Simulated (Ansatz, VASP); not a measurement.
**Y in VASP and in Ansatz**

```xyz
1
Lattice="0.0000 2.1895 2.1895 2.1895 0.0000 2.1895 2.1895 2.1895 0.0000" Properties=species:S:1:pos:R:3 pbc="T T T"
Y     0.0000    0.0000    0.0000
```

Change from the starting cell: volume scaled by 0.68, to set the pressure.

Alike in both runs: task single point; functional PBEsol; k mesh 15 × 15 × 15; occupations fermi-dirac, width 0.05 eV; no spin polarisation.

|  | VASP | Ansatz |
| --- | --- | --- |
| version | VASP 6.6.1 | Ansatz 0.2.0 |
| potentials or method | VASP PAW PBE potentials, release 64 (Y_sv) | PAW with Ansatz's default frozen-core files, scalar-relativistic |
| plane-wave cutoff (eV) | 520 | 420 |
| valence electrons in the cell | 11 | 11 |

|  | VASP | Ansatz | Ansatz less VASP |
| --- | --- | --- | --- |
| pressure (GPa) | 28.8 | 29.1 | +0.37 |

VASP's potentials were made for PBE, not for PBEsol. Both programs put the cell under a high pressure, so it lies far from rest at this level.
